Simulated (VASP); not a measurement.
# TaSi2 (P1) in VASP: a series of runs

Runs on TaSi2. Level: PBEsol. Tasks: single point.

Program: VASP 6.6.1. These are calculated values, not measurements. Logs are shortened: lines on timing, memory, paths and dates and some standing lists are left out, and cuts for length are marked.

**1. The cell of the first run**

The typed cell holds 9 atoms: a = 4.761 Å, b = 4.761 Å, c = 6.558 Å, α = 90.00°, β = 90.00°, γ = 120.00°.

**2. Single point, PBEsol (atom 1 (Ta) moved by -1.070 Å along [1 0 0] and -0.428 Å along [0 0 1])**

INCAR

```
  PREC = Accurate
  ENCUT = 520
  EDIFF = 1E-7
  ISMEAR = 0
  SIGMA = 0.15
  LREAL = False
  LASPH = True
  NELM = 100
  ALGO = Normal
  ISIF = 2
  LWAVE = False
  LCHARG = False
  GGA = PS
  NBANDS = 38
```

KPOINTS

```
regular mesh
0
Gamma
  9 9 6
```

POSCAR

```
TaSi2
1.0
    4.7613605622      0.0000000000      0.0000000000
   -2.3806802811      4.1234592035      0.0000000000
    0.0000000000      0.0000000000      6.5581204410
Ta Si
3 6
Direct
    0.2752743179      0.0000000000     -0.0652626014
    0.5000000000      0.5000000000      0.6666666667
    0.0000000000      0.5000000000      0.3333333333
    0.1592624125      0.3185248251      0.0000000000
    0.8407375875      0.1592624125      0.6666666667
    0.6814751749      0.8407375875      0.3333333333
    0.8407375875      0.6814751749      0.0000000000
    0.1592624125      0.8407375875      0.6666666667
    0.3185248251      0.1592624125      0.3333333333
```

Potentials or basis: VASP PAW PBE potentials, release 64 (Ta_pv, Si).

Run with:

```bash
$ cat potpaw_PBE.64/Ta_pv/POTCAR potpaw_PBE.64/Si/POTCAR > POTCAR
$ mpirun -np 1 vasp_std > vasp.out
```

OUTCAR:

```text
PREC = Accurate
   ENCUT = 520
   EDIFF = 1E-7
   ISMEAR = 0
   LREAL = False
   LASPH = True
   NELM = 100
   ISIF = 2
   GGA = PS

 ion  position               nearest neighbor table
   1  0.275  0.000  0.935-   8 1.88   7 1.90   4 1.90   9 2.70   2 2.71   5 2.98   4 3.04   7 3.04
                             5 3.08   3 3.33   2 3.53
   2  0.500  0.500  0.667-   4 2.60   7 2.60   6 2.60   9 2.60   1 2.71   8 2.72   5 2.72   8 2.72
                             5 2.72   5 2.81   8 2.81   3 3.23   3 3.23   1 3.53
   3  0.000  0.500  0.333-   4 2.60   7 2.60   5 2.60   8 2.60   9 2.72   6 2.72   9 2.72   6 2.72
                             6 2.81   9 2.81   2 3.23   2 3.23   1 3.33
   4  0.159  0.319  0.000-   1 1.90   5 2.55   9 2.55   3 2.60   2 2.60   7 2.63   7 2.81   7 2.81
                             1 3.04
   5  0.841  0.159  0.667-   4 2.55   6 2.55   3 2.60   8 2.63   2 2.72   2 2.72   2 2.81   8 2.81
                             8 2.81   1 2.98   1 3.08
   6  0.681  0.841  0.333-   7 2.55   5 2.55   2 2.60   9 2.63   3 2.72   3 2.72   3 2.81   9 2.81
                             9 2.81
   7  0.841  0.681  0.000-   1 1.90   8 2.55   6 2.55   3 2.60   2 2.60   4 2.63   4 2.81   4 2.81
                             1 3.04
   8  0.159  0.841  0.667-   1 1.88   7 2.55   9 2.55   3 2.60   5 2.63   2 2.72   2 2.72   2 2.81
                             5 2.81   5 2.81
   9  0.319  0.159  0.333-   4 2.55   8 2.55   2 2.60   6 2.63   1 2.70   3 2.72   3 2.72   3 2.81
                             6 2.81   6 2.81

  LATTYP: Found a hexagonal cell.
 ALAT       =     4.7613605622
 C/A-ratio  =     1.3773627003

  Lattice vectors:

 A1 = (   4.7613605622,   0.0000000000,   0.0000000000)
 A2 = (  -2.3806802811,   4.1234592035,   0.0000000000)
 A3 = (   0.0000000000,   0.0000000000,   6.5581204410)

Analysis of symmetry for initial positions (statically):
=====================================================================
 Subroutine PRICEL returns:
 Original cell was already a primitive cell.

 Routine SETGRP: Setting up the symmetry group for a
 hexagonal supercell.

 Subroutine GETGRP returns: Found  1 space group operations
 (whereof  1 operations were pure point group operations)
 out of a pool of 24 trial point group operations.

The static configuration has the point symmetry C_1 .

Analysis of symmetry for dynamics (positions and initial velocities):
=====================================================================
 Subroutine PRICEL returns:
 Original cell was already a primitive cell.

 Routine SETGRP: Setting up the symmetry group for a
 hexagonal supercell.
[... 128 lines left out ...]
   TEBEG  =    0.0;   TEEND  =   0.0 temperature during run
   PSTRESS=    0.0 pullay stress
   NELECT =      57.0000    total number of electrons
   NUPDOWN=      -1.0000    fix difference up-down
   EMIN   =  10.00;   EMAX   =-10.00  energy-range for DOS
   EFERMI =   0.00;   METHOD = LEGACY
   ISMEAR =     0;   SIGMA  =   0.15  broadening in eV -4-tet -1-fermi 0-gaus
   EFERMI_NEDOS =   21; number of points for ismear=-14 and -15
   IALGO  =     38    algorithm
   IMIX   =      4    mixing-type and parameters
     AMIX     =   0.40;   BMIX     =  1.00
     AMIX_MAG =   1.60;   BMIX_MAG =  1.00
  volume/ion in A,a.u.               =      14.31        96.54
  Fermi-wavevector in a.u.,A,eV,Ry     =   1.247697  2.357805 21.180833  1.556747
  Thomas-Fermi vector in A             =   2.381817
   LORBIT       =      0    0 simple, 1 ext, 2 COOP (PROOUT), +10 PAW based schemes
   GGA     = PS    functional components
   LHFCALC =     F    Hartree Fock is set to
   AEXX    =    0.0000 exact exchange contribution
   IVDW    =     0    specifies the selected vdW correction
   LEPSILON=     F    determine dielectric tensor
   LRPA    =     F    only Hartree local field effects (RPA)
 non-spin polarized calculation
 Gauss-broadening in eV      SIGMA  =   0.15
  energy-cutoff  :      520.00
  volume of cell :      128.76
 maximum number of plane-waves:      3501
   NGX = 17   NGY = 17   NGZ = 25

 number of electron      57.0000000 magnetization

 Free energy of the ion-electron system (eV)
  ---------------------------------------------------
  ext. energy  EPLUGINS =         0.00000000
  ---------------------------------------------------
  free energy    TOTEN  =       -61.25286958 eV

  energy without entropy =      -61.20488068  energy(sigma->0) =      -61.22887513

 E-fermi :   9.2617     XC(G=0): -12.0759

 val. band max:        9.2585402151   @ k =  -0.4444   0.3333   0.1667
 cond. band min:       9.2619218785   @ k =  -0.4444  -0.2222   0.0000
 fundamental gap:      0.0033816634
 Fermi energy:         9.2616954146

 k-point     1 :       0.0000    0.0000    0.0000
  band No.  band energies     occupation
      1     -25.2661      2.00000
      2     -25.1748      2.00000
      3     -25.1258      2.00000
      4     -25.0302      2.00000
      5     -24.9888      2.00000
      6     -24.9188      2.00000
[... 973 lines left out ...]
     37      12.7476      0.00000
     38      13.2679      0.00000

 [... further k-points ...]

------------------------ aborting loop because EDIFF is reached ----------------------------------------

  FORCE on cell =-STRESS in cart. coord.  units (eV):
  Direction    XX          YY          ZZ          XY          YZ          ZX
  --------------------------------------------------------------------------------------
  -------------------------------------------------------------------------------------
  Total       28.8472418     34.3571038     38.0361287      1.4331027      9.5325745     -8.5960299
  in kB      358.9572392    427.5185554    473.2980664     17.8326436    118.6174623   -106.9636801
  external PRESSURE =     419.9246203 kB  Pullay stress =       0.0000000 kB

 VOLUME and BASIS-vectors are now :
 -----------------------------------------------------------------------------
  energy-cutoff  :      520.00
  volume of cell :      128.76
      direct lattice vectors                 reciprocal lattice vectors
     4.761360562  0.000000000  0.000000000     0.210024002  0.121257414  0.000000000
    -2.380680281  4.123459204  0.000000000     0.000000000  0.242514828  0.000000000
     0.000000000  0.000000000  6.558120441     0.000000000  0.000000000  0.152482713

 POSITION                                       TOTAL-FORCE (eV/Angst)
 -----------------------------------------------------------------------------------
      1.31068      0.00000      6.13012        26.662094      5.435006      8.939947
      1.19034      2.06173      4.37208        -0.692441      1.098253     -1.555833
     -1.19034      2.06173      2.18604        -0.734048      0.395741      0.731418
     -0.00000      1.31342      0.00000       -11.574593     11.407108      4.639526
      3.62390      0.65671      4.37208        -0.806812     -0.257064      0.278473
      1.24322      3.46675      2.18604        -0.880559     -0.026578     -0.346709
      2.38068      2.81004      0.00000       -11.657678    -11.647416      4.182829
     -1.24322      3.46675      4.37208        -0.774926     -6.502673    -16.608049
      1.13746      0.65671      2.18604         0.458964      0.097622     -0.261602
 -----------------------------------------------------------------------------------
    total drift:                                0.000024     -0.000053      0.000243

  FREE ENERGIE OF THE ION-ELECTRON SYSTEM (eV)
  ---------------------------------------------------
  free  energy   TOTEN  =       -61.2528695755 eV

  energy  without entropy=      -61.2048806788  energy(sigma->0) =      -61.22887513
```

stdout:

```text
POSCAR found type information on POSCAR TaSi
 POSCAR found :  2 types and       9 ions
 scaLAPACK will be used
 -----------------------------------------------------------------------------
|                                                                             |
|                                                                             |
|     You enforced a specific xc type in the INCAR file but a different       |
|     I HOPE YOU KNOW WHAT YOU ARE DOING!                                     |
|                                                                             |
 -----------------------------------------------------------------------------

 LDA part: xc-table for (Slater+PW92), standard interpolation
 POSCAR, INCAR and KPOINTS ok, starting setup
 FFT: planning ... GRIDC
 FFT: planning ... GRID_SOFT
 FFT: planning ... GRID
 WAVECAR not read
 entering main loop
```

Wall time 31 min (1 thread of Intel Xeon 8259CL, shared host); peak memory 0.91 GiB.

Results:

```
Free energy            : -61.2529 eV
Pressure               : 42.0 GPa
Largest force          : 28.641 eV/Å
Band gap on the k mesh : zero (an odd number of electrons rules out a gap without spin polarisation)
```

Forces in eV/Å, atoms in the order of the input:
```
Ta   26.662   5.435   8.940
Ta   -0.692   1.098  -1.556
Ta   -0.734   0.396   0.731
Si  -11.575  11.407   4.640
Si   -0.807  -0.257   0.278
Si   -0.881  -0.027  -0.347
Si  -11.658 -11.647   4.183
Si   -0.775  -6.503 -16.608
Si    0.459   0.098  -0.262
```

Levels at points of the mesh, in eV from the Fermi level:
```tsv
k point	band 27	band 28	band 29	band 30	band 31	band 32
(0.00, 0.00, 0.00)	-1.31	-1.02	-0.16	0.54	1.19	1.31
(0.00, 0.00, 0.50)	-1.17	-0.51	-0.07	0.68	1.17	1.35
```

Caveat: the cell differs from its parent crystal (atom 1 (Ta) moved by -1.070 Å along [1 0 0] and -0.428 Å along [0 0 1]); the cell stands under pressure; the PAW data sets were made with another functional, which shifts forces and pressure a little; spin-orbit coupling is left out, which moves the levels of the heavy elements.

**3. Single point, PBEsol (atom 1 (Ta) moved by -0.214 Å along [1 0 0] and -0.428 Å along [0 0 1])**

INCAR

```
SYSTEM = TaSi2
PREC = Accurate ; ENCUT = 520
EDIFF = 1E-6 ; ISMEAR = 0
SIGMA = 0.15 ; LREAL = .FALSE.
LASPH = .TRUE. ; NELM = 60
ALGO = Normal ; ISIF = 2
LWAVE = .FALSE. ; LCHARG = .TRUE.
GGA = PS ; LELF = .TRUE.
LVHAR = .TRUE. ; NBANDS = 38
```

KPOINTS

```
Automatic mesh
0
G
  9 9 6
  0 0 0
```

Changes to POSCAR since step 2:

```diff
@@ -8,3 +8,3 @@
 Direct
-    0.2752743179      0.0000000000     -0.0652626014
+    0.4550548636      0.0000000000     -0.0652626014
     0.5000000000      0.5000000000      0.6666666667
```

Potentials or basis: VASP PAW PBE potentials, release 64 (Ta_pv, Si).

Run with:

```bash
$ cat potpaw_PBE.64/Ta_pv/POTCAR potpaw_PBE.64/Si/POTCAR > POTCAR
$ mpirun -np 1 vasp_std > vasp.out
```

Run time: 35 min. Hardware: 1 thread of Intel Xeon 8259CL, shared host; peak memory 0.91 GiB.

It converged, with:

- Free energy: -74.9548 eV
- Pressure: 8.6 GPa
- Largest force: 11.432 eV/Å
- Band gap on the k mesh: zero (an odd number of electrons rules out a gap without spin polarisation)

Forces on the atoms (eV/Å):
```
Ta   4.901  1.434 10.228
Ta  -0.594 -0.162 -0.834
Ta  -0.264  0.217 -0.775
Si  -1.042  0.207 -0.164
Si   0.906  0.674 -1.502
Si  -0.576  0.214 -0.632
Si  -0.652 -0.161 -0.298
Si  -3.106 -2.221 -5.461
Si   0.427 -0.200 -0.561
```

Stress tensor (GPa, compression positive):
```
 7.03  4.13  4.58
 4.13  2.88  3.53
 4.58  3.53 15.90
```

Levels at points of the mesh, in eV from the Fermi level:
```csv
k point,band 24,band 25,band 26,band 27,band 28,band 29,band 30,band 31,band 32,band 33
"(0.00, 0.00, 0.00)",-2.48,-2.45,-2.19,-2.07,-1.93,-1.38,0.87,2.17,2.53,2.63
"(0.00, 0.00, 0.50)",-2.46,-2.16,-1.92,-1.79,-1.65,0.89,1.21,1.77,2.61,2.79
```

Caveat: the cell differs from its parent crystal (atom 1 (Ta) moved by -0.214 Å along [1 0 0] and -0.428 Å along [0 0 1]); the cell stands under pressure; the PAW data sets were made with another functional, which shifts forces and pressure a little; spin-orbit coupling is left out, which moves the levels of the heavy elements.

**4. Single point, PBEsol (atom 1 (Ta) moved by -0.642 Å along [1 0 0] and -0.428 Å along [0 0 1])**

INCAR

```
SYSTEM = TaSi2
PREC = Accurate
ENCUT = 520
EDIFF = 1E-7
ISMEAR = 0
SIGMA = 0.15
LREAL = .FALSE.
LASPH = .TRUE.
NELM = 100
ALGO = Normal
ISIF = 2
LWAVE = .FALSE.
LCHARG = .FALSE.
GGA = PS
NBANDS = 38
```

KPOINTS

```
regular mesh
0
G
  9 9 6
  0 0 0
```

Changes to POSCAR since step 3:

```diff
@@ -8,3 +8,3 @@
 Direct
-    0.4550548636      0.0000000000     -0.0652626014
+    0.3651645907      0.0000000000     -0.0652626014
     0.5000000000      0.5000000000      0.6666666667
```

Run with:

```bash
$ cat potpaw_PBE.64/Ta_pv/POTCAR potpaw_PBE.64/Si/POTCAR > POTCAR
$ mpirun -np 1 vasp_std > vasp.out
```

It took 15 min on 1 thread of Intel Xeon 6975P-C (Granite Rapids), shared host; peak memory 0.9 GiB.

It converged, with:

| Quantity | Value |
| --- | --- |
| Free energy | -70.5499 eV |
| Pressure | 21.1 GPa |
| Largest force | 20.988 eV/Å |
| Band gap on the k mesh | zero (an odd number of electrons rules out a gap without spin polarisation) |

Forces in eV/Å, atoms in the order of the input:
```
Ta   16.033   4.066  12.920
Ta   -1.701   0.034  -1.069
Ta   -0.801   0.626  -0.320
Si   -4.390   2.787   1.028
Si   -0.601   0.066  -0.060
Si   -0.762   0.155  -0.620
Si   -4.185  -2.770   0.643
Si   -3.970  -4.810 -11.992
Si    0.377  -0.154  -0.530
```

Stress tensor (GPa, compression positive):
```
20.56  3.71  7.11
 3.71 12.42 10.03
 7.11 10.03 30.20
```

Levels at points of the mesh, in eV from the Fermi level:
| k point | band 25 | band 26 | band 27 | band 28 | band 29 | band 30 | band 31 | band 32 |
| --- | --- | --- | --- | --- | --- | --- | --- | --- |
| (0.00, 0.00, 0.00) | -2.17 | -2.03 | -1.67 | -1.48 | -0.95 | 0.72 | 1.69 | 1.90 |
| (0.00, 0.00, 0.50) | -2.00 | -1.78 | -1.60 | -1.29 | 0.49 | 0.92 | 1.50 | 2.06 |

Caveat: the cell differs from its parent crystal (atom 1 (Ta) moved by -0.642 Å along [1 0 0] and -0.428 Å along [0 0 1]); the cell stands under pressure; the PAW data sets were made with another functional, which shifts forces and pressure a little; spin-orbit coupling is left out, which moves the levels of the heavy elements.

**5. Overview**

| cell | gap on the mesh (eV) | pressure (GPa) | largest force (eV/Å) |
| --- | --- | --- | --- |
| as given, atomic positions A | none | 42.0 | 28.64 |
| as given, atomic positions B | none | 8.6 | 11.43 |
| as given, atomic positions C | none | 21.1 | 20.99 |

Alike in all rows: task single point; level PBEsol; potentials or basis VASP PAW PBE potentials, release 64 (Ta_pv, Si); no spin polarisation; k mesh 9 × 9 × 6; cutoff (eV) 520; smearing gaussian 0.15 eV.

Caveats: the cell stands under pressure; the PAW data sets were made with another functional, which shifts forces and pressure a little; spin-orbit coupling is left out, which moves the levels of the heavy elements.

Total energies depend on the potentials used, so only differences within one code and one set of settings carry meaning.
